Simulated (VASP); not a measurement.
# Bi2Se3 (R-3m) in VASP: single point with PBEsol

Aim: the single point of Bi2Se3 with PBEsol.

All numbers are computed with VASP 6.6.1; they aren't measurements. Logs are shortened: lines on timing, memory, paths and dates and some standing lists are left out, and cuts for length are marked.

## Step 1: The cell of the first run

The structure is trigonal, space group R-3m (No. 166). The conventional cell has a = 4.260 Å, b = 4.260 Å, c = 27.088 Å, α = 90.00°, β = 90.00°, γ = 120.00°. Bi (site symmetry 3m) has 6 Se at 2.86 to 3.06 Å within 3.8 Å. Within 4.3 Å of Se (site symmetry -3m) lie 6 Bi at 3.06 Å and 12 Se at 4.11 to 4.26 Å. Se (site symmetry 3m) has 3 Bi at 2.86 Å and 3 Se at 3.46 Å within 3.8 Å.

## Step 2: Single point, PBEsol

Input file INCAR:

```
SYSTEM = Bi2Se3
ALGO = Normal
EDIFF = 1E-7
ENCUT = 520
GGA = PS
ISIF = 2
ISMEAR = 0
LASPH = .TRUE.
LCHARG = .FALSE.
LREAL = .FALSE.
LWAVE = .FALSE.
NBANDS = 32
NELM = 80
PREC = Accurate
SIGMA = 0.03
```

Input file KPOINTS:

```
k-points
0
G
  12 12 12
  0 0 0
```

Input file POSCAR:

```
Bi2Se3
1.0
    2.1298818586      1.2296878644      9.0292046991
   -2.1298818586      1.2296878644      9.0292046991
    0.0000000000     -2.4593757288      9.0292046991
Bi Se
2 3
Direct
    0.4008000000      0.4008000000      0.4008000000
    0.5992000000      0.5992000000      0.5992000000
    0.0000000000      0.0000000000      0.0000000000
    0.2117000000      0.2117000000      0.2117000000
    0.7883000000      0.7883000000      0.7883000000
```

Potentials or basis: VASP PAW PBE potentials, release 64 (Bi_d, Se).

Run with:

```
$ cat potpaw_PBE.64/Bi_d/POTCAR potpaw_PBE.64/Se/POTCAR > POTCAR
$ mpirun -np 1 vasp_std > vasp.out
```

OUTCAR:

```text
SYSTEM = Bi2Se3
   EDIFF = 1E-7
   ENCUT = 520
   GGA = PS
   ISIF = 2
   ISMEAR = 0
   LASPH = .TRUE.
   LREAL = .FALSE.
   NELM = 80
   PREC = Accurate

 ion  position               nearest neighbor table
   1  0.401  0.401  0.401-   5 2.86   5 2.86   5 2.86   3 3.06   3 3.06   3 3.06
   2  0.599  0.599  0.599-   4 2.86   4 2.86   4 2.86   3 3.06   3 3.06   3 3.06
   3  0.000  0.000  0.000-   2 3.06   1 3.06   2 3.06   2 3.06   1 3.06   1 3.06
   4  0.212  0.212  0.212-   2 2.86   2 2.86   2 2.86
   5  0.788  0.788  0.788-   1 2.86   1 2.86   1 2.86

  LATTYP: Found a trigonal (rhomboedric) cell.
 ALAT       =     9.3581550785
 COS(alpha) =     0.8963998107

  Lattice vectors:

 A1 = (   2.1298818586,   1.2296878644,   9.0292046991)
 A2 = (  -2.1298818586,   1.2296878644,   9.0292046991)
 A3 = (   0.0000000000,  -2.4593757288,   9.0292046991)

Analysis of symmetry for initial positions (statically):
=====================================================================
 Subroutine PRICEL returns:
 Original cell was already a primitive cell.

 Routine SETGRP: Setting up the symmetry group for a
 trigonal (rhombohedral) supercell.

 Subroutine GETGRP returns: Found 12 space group operations
 (whereof 12 operations were pure point group operations)
 out of a pool of 12 trial point group operations.

The static configuration has the point symmetry D_3d.

Analysis of symmetry for dynamics (positions and initial velocities):
=====================================================================
 Subroutine PRICEL returns:
 Original cell was already a primitive cell.

 Routine SETGRP: Setting up the symmetry group for a
 trigonal (rhombohedral) supercell.

 Subroutine GETGRP returns: Found 12 space group operations
 (whereof 12 operations were pure point group operations)
 out of a pool of 12 trial point group operations.

The dynamic configuration has the point symmetry D_3d.

 Subroutine INISYM returns: Found 12 space group operations
 (whereof 12 operations are pure point group operations),
 and found     1 'primitive' translations

----------------------------------------------------------------------------------------

                                     Primitive cell

  volume of cell :     141.8898

  direct lattice vectors                    reciprocal lattice vectors
     2.129881859  1.229687864  9.029204699     0.234754805  0.135535750  0.036917242
    -2.129881859  1.229687864  9.029204699    -0.234754805  0.135535750  0.036917242
     0.000000000 -2.459375729  9.029204699     0.000000000 -0.271071500  0.036917242

  length of vectors
     9.358155079  9.358155079  9.358155079     0.273573830  0.273573830  0.273573830

  position of ions in fractional coordinates (direct lattice)
     0.400800000  0.400800000  0.400800000
     0.599200000  0.599200000  0.599200000
     0.000000000  0.000000000  0.000000000
     0.211700000  0.211700000  0.211700000
     0.788300000  0.788300000  0.788300000

  ion indices of the primitive-cell ions
   primitive index   ion index
                 1           1
                 2           2
                 3           3
                 4           4
                 5           5

----------------------------------------------------------------------------------------

 KPOINTS: k-points

Automatic generation of k-mesh.
 Grid dimensions read from file:
 generate k-points for:   12   12   12

 Generating k-lattice:

  Cartesian coordinates                     Fractional coordinates (reciprocal lattice)
     0.019562900  0.011294646  0.003076437     0.083333333  0.000000000  0.000000000
    -0.019562900  0.011294646  0.003076437     0.000000000  0.083333333  0.000000000
     0.000000000 -0.022589292  0.003076437     0.000000000  0.000000000  0.083333333

  Length of vectors
     0.022797819  0.022797819  0.022797819

  Shift w.r.t. Gamma in fractional coordinates (k-lattice)
     0.000000000  0.000000000  0.000000000

 Subroutine IBZKPT returns following result:
 ===========================================

 Found    189 irreducible k-points:

 Following reciprocal coordinates:
            Coordinates               Weight
  0.000000  0.000000  0.000000      1.000000
  0.083333  0.000000  0.000000      6.000000
  0.166667 -0.000000  0.000000      6.000000
  0.250000  0.000000  0.000000      6.000000
  0.333333 -0.000000  0.000000      6.000000
  0.416667  0.000000  0.000000      6.000000
[... 16 lines left out ...]
  0.500000  0.166667  0.000000     12.000000
 -0.416667  0.166667  0.000000     12.000000
 [... further k-points ...]
   k-points           NKPTS =    189   k-points in BZ     NKDIM =    189   number of bands    NBANDS=     32
   number of dos      NEDOS =    301   number of ions     NIONS =      5
   total plane-waves  NPLWV = 343000
   dimension x,y,z NGX =    70 NGY =   70 NGZ =   70
   dimension x,y,z NGXF=   140 NGYF=  140 NGZF=  140
   ions per type =               2   3
   NGX,Y,Z   is equivalent  to a cutoff of  12.44, 12.44, 12.44 a.u.
   NGXF,Y,Z  is equivalent  to a cutoff of  24.87, 24.87, 24.87 a.u.
 SYSTEM =  Bi2Se3
   PREC   = accura    normal or accurate (medium, high low for compatibility)
   ISTART =      0    job   : 0-new  1-cont  2-samecut
   ICHARG =      2    charge: 1-file 2-atom 10-const
   ISPIN  =      1    spin polarized calculation?
   LNONCOLLINEAR =      F non collinear calculations
   LSORBIT =      F    spin-orbit coupling
   LASPH  =      T    aspherical Exc in radial PAW
   ENCUT  =  520.0 eV  38.22 Ry    6.18 a.u.  17.40 17.40 17.40*2*pi/ulx,y,z
   NELM   =     80;   NELMIN=  2; NELMDL= -5     # of ELM steps
   EDIFF  = 0.1E-06   stopping-criterion for ELM
   LREAL  =      F    real-space projection
   EDIFFG = 0.1E-05   stopping-criterion for IOM
   NSW    =      0    number of steps for IOM
   IBRION =     -1    ionic relax: 0-MD 1-quasi-New 2-CG
   NFREE  =      0    steps in history (QN), initial steepest desc. (CG)
   ISIF   =      2    stress and relaxation
   ISYM   =      2    0-nonsym 1-usesym 2-fastsym
   POTIM  = 0.5000    time-step for ionic-motion
   TEBEG  =    0.0;   TEEND  =   0.0 temperature during run
   PSTRESS=    0.0 pullay stress
   NELECT =      48.0000    total number of electrons
   NUPDOWN=      -1.0000    fix difference up-down
   EMIN   =  10.00;   EMAX   =-10.00  energy-range for DOS
   EFERMI =   0.00;   METHOD = LEGACY
   ISMEAR =     0;   SIGMA  =   0.03  broadening in eV -4-tet -1-fermi 0-gaus
   EFERMI_NEDOS =   21; number of points for ismear=-14 and -15
   IALGO  =     38    algorithm
   IMIX   =      4    mixing-type and parameters
     AMIX     =   0.40;   BMIX     =  1.00
     AMIX_MAG =   1.60;   BMIX_MAG =  1.00
  volume/ion in A,a.u.               =      28.38       191.50
  Fermi-wavevector in a.u.,A,eV,Ry     =   1.140700  2.155611 17.703860  1.301197
  Thomas-Fermi vector in A             =   2.277402
   LORBIT       =      0    0 simple, 1 ext, 2 COOP (PROOUT), +10 PAW based schemes
   GGA     = PS    functional components
   LHFCALC =     F    Hartree Fock is set to
   AEXX    =    0.0000 exact exchange contribution
   IVDW    =     0    specifies the selected vdW correction
   LEPSILON=     F    determine dielectric tensor
   LRPA    =     F    only Hartree local field effects (RPA)
 non-spin polarized calculation
 Gauss-broadening in eV      SIGMA  =   0.03
  energy-cutoff  :      520.00
  volume of cell :      141.89
 maximum number of plane-waves:      3850
 NGX is ok and might be reduce to    70
   NGX = 35   NGY = 35   NGZ = 35

 number of electron      48.0000006 magnetization

 Free energy of the ion-electron system (eV)
  ---------------------------------------------------
  ext. energy  EPLUGINS =         0.00000000
  ---------------------------------------------------
  free energy    TOTEN  =       -21.96964365 eV

  energy without entropy =      -21.96964286  energy(sigma->0) =      -21.96964325

 E-fermi :   4.6600     XC(G=0):  -9.6867

 val. band max:        4.6061133937   @ k =   0.0000   0.0000   0.0000
 cond. band min:       4.7138018137   @ k =   0.0000   0.0000   0.0000
 fundamental gap:      0.1076884200
 Fermi energy:         4.6600375397

 k-point     1 :       0.0000    0.0000    0.0000
  band No.  band energies     occupation
      1     -18.1987      2.00000
      2     -18.1964      2.00000
      3     -18.1952      2.00000
      4     -18.1952      2.00000
      5     -18.1926      2.00000
      6     -18.1926      2.00000
[... 24 lines left out ...]
     31      10.8583      0.00000
     32      11.4674      0.00000

 k-point     2 :       0.0833    0.0000    0.0000
  band No.  band energies     occupation
      1     -18.1986      2.00000
      2     -18.1965      2.00000
      3     -18.1954      2.00000
      4     -18.1945      2.00000
      5     -18.1936      2.00000
      6     -18.1922      2.00000
[... 24 lines left out ...]
     31      10.4873      0.00000
     32      10.8170      0.00000

 k-point     3 :       0.1667   -0.0000    0.0000
  band No.  band energies     occupation
      1     -18.2013      2.00000
      2     -18.1982      2.00000
      3     -18.1946      2.00000
      4     -18.1936      2.00000
      5     -18.1932      2.00000
      6     -18.1910      2.00000
[... 24 lines left out ...]
     31       9.7251      0.00000
     32      10.5779      0.00000

 k-point     4 :       0.2500    0.0000    0.0000
  band No.  band energies     occupation
      1     -18.2068      2.00000
      2     -18.2021      2.00000
      3     -18.1942      2.00000
      4     -18.1938      2.00000
      5     -18.1904      2.00000
      6     -18.1896      2.00000
[... 654 lines left out ...]
     31       9.7161      0.00000
     32      10.2046      0.00000

 k-point    23 :       0.5000    0.1667    0.0000
  band No.  band energies     occupation
      1     -18.2131      2.00000
      2     -18.2074      2.00000
      3     -18.1982      2.00000
      4     -18.1917      2.00000
      5     -18.1904      2.00000
      6     -18.1861      2.00000
[... 24 lines left out ...]
     31       9.7632      0.00000
     32      10.7603      0.00000

 k-point    24 :      -0.4167    0.1667    0.0000
  band No.  band energies     occupation
      1     -18.2141      2.00000
      2     -18.2079      2.00000
      3     -18.1988      2.00000
      4     -18.1915      2.00000
      5     -18.1906      2.00000
      6     -18.1856      2.00000
[... 24 lines left out ...]
     31       9.6408      0.00000
     32      10.8329      0.00000

 [... further k-points ...]

------------------------ aborting loop because EDIFF is reached ----------------------------------------

  FORCE on cell =-STRESS in cart. coord.  units (eV):
  Direction    XX          YY          ZZ          XY          YZ          ZX
  --------------------------------------------------------------------------------------
  -------------------------------------------------------------------------------------
  Total       -1.2846414     -1.2846414      1.3433754      0.0000000      0.0000000      0.0000000
  in kB      -14.5057885    -14.5057885     15.1689959      0.0000000      0.0000000      0.0000000
  external PRESSURE =      -4.6141937 kB  Pullay stress =       0.0000000 kB

 VOLUME and BASIS-vectors are now :
 -----------------------------------------------------------------------------
  energy-cutoff  :      520.00
  volume of cell :      141.89
      direct lattice vectors                 reciprocal lattice vectors
     2.129881859  1.229687864  9.029204699     0.234754805  0.135535750  0.036917242
    -2.129881859  1.229687864  9.029204699    -0.234754805  0.135535750  0.036917242
     0.000000000 -2.459375729  9.029204699     0.000000000 -0.271071500  0.036917242

 POSITION                                       TOTAL-FORCE (eV/Angst)
 -----------------------------------------------------------------------------------
      0.00000      0.00000     10.85672         0.000000      0.000000     -0.070791
      0.00000      0.00000     16.23090         0.000000     -0.000000      0.070791
      0.00000      0.00000      0.00000         0.000000     -0.000000     -0.000000
      0.00000      0.00000      5.73445         0.000000      0.000000     -0.207510
      0.00000      0.00000     21.35317         0.000000     -0.000000      0.207510
 -----------------------------------------------------------------------------------
    total drift:                                0.000000      0.000000      0.000000

  FREE ENERGIE OF THE ION-ELECTRON SYSTEM (eV)
  ---------------------------------------------------
  free  energy   TOTEN  =       -21.9696436518 eV

  energy  without entropy=      -21.9696428570  energy(sigma->0) =      -21.96964325
```

It took 51 min on 1 thread of Oxide Virtual Turin-like, shared host; peak memory 1.1 GiB.

What came out:

* Free energy: -21.9696 eV
* Pressure: -0.5 GPa
* Largest force: 0.208 eV/Å
* Band gap on the k mesh: 0.11 eV

Forces in eV/Å, atoms in the order of the input:
```
Bi   0.000  0.000 -0.071
Bi   0.000  0.000  0.071
Se   0.000  0.000  0.000
Se   0.000  0.000 -0.208
Se   0.000  0.000  0.208
```

Levels at points of the mesh, in eV from the valence-band top:
```tsv
k point	band 22	band 23	band 24	band 25	band 26	band 27
(0.00, 0.00, 0.00)	-1.20	-1.20	0.00	0.11	1.26	1.26
(0.50, 0.00, 0.00)	-1.75	-1.01	-0.26	0.93	2.12	3.15
(0.50, 0.50, 0.00)	-1.58	-1.56	-0.39	1.64	2.43	2.91
(0.50, 0.50, 0.50)	-1.45	-1.45	-0.30	0.53	1.69	1.69
```

Caveat: the PAW data sets were made with another functional, which shifts forces and pressure a little; spin-orbit coupling is left out, which moves the levels of the heavy elements. A k mesh can miss the band edges.
